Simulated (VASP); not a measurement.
The system is TeMo3.

```xyz
4
Lattice="4.2233 0.0000 0.0000 0.0000 4.2233 0.0000 0.0000 0.0000 4.2233" Properties=species:S:1:pos:R:3 pbc="T T T"
Te    0.0000    0.0000    0.0000
Mo    0.0000    2.1117    2.1117
Mo    2.1117    0.0000    2.1117
Mo    2.1117    2.1117    0.0000
```

* Program: VASP 6.6.1
* Task: relaxation of cell and atoms
* Functional: PBE
* Potentials or basis: VASP PAW PBE potentials, release 64 (Te, Mo_sv)
* Cutoff: 600 eV
* k mesh: 4 × 4 × 4
* Occupations: gaussian, width 0.1 eV
* Spin: no spin polarisation

At the start: pressure -15.4 GPa; volume 18.83 Å³/atom.

Problem. How do energy, volume and symmetry change on relaxing?

Solution. Over 4 steps the energy falls by 95.2 meV/atom and the volume is 17.07 Å³/atom (-9.4 %); space group Pm-3m (No. 221, to 0.1 Å) before and after.

The path:
| step | energy change (eV) | largest force (eV/Å) | pressure (GPa) | volume (Å³) |
| --- | --- | --- | --- | --- |
| 1 | 0.0000 | 0.0000 | -15.42 | 75.33 |
| 2 | 1.1217 | 0.0000 | 51.81 | 57.24 |
| 3 | -0.3794 | 0.0000 | -1.07 | 68.55 |
| 4 | -0.3806 | 0.0000 | -0.26 | 68.27 |

Final structure:
```xyz
4
Lattice="4.0870 0.0000 0.0000 0.0000 4.0870 0.0000 0.0000 0.0000 4.0870" Properties=species:S:1:pos:R:3 pbc="T T T"
Te    0.0000    0.0000    0.0000
Mo    0.0000    2.0435    2.0435
Mo    2.0435    0.0000    2.0435
Mo    2.0435    2.0435    0.0000
```

Caveat: the k points lie up to 0.38 Å⁻¹ apart in the final cell, too coarse for converged energies and pressures of a metal.
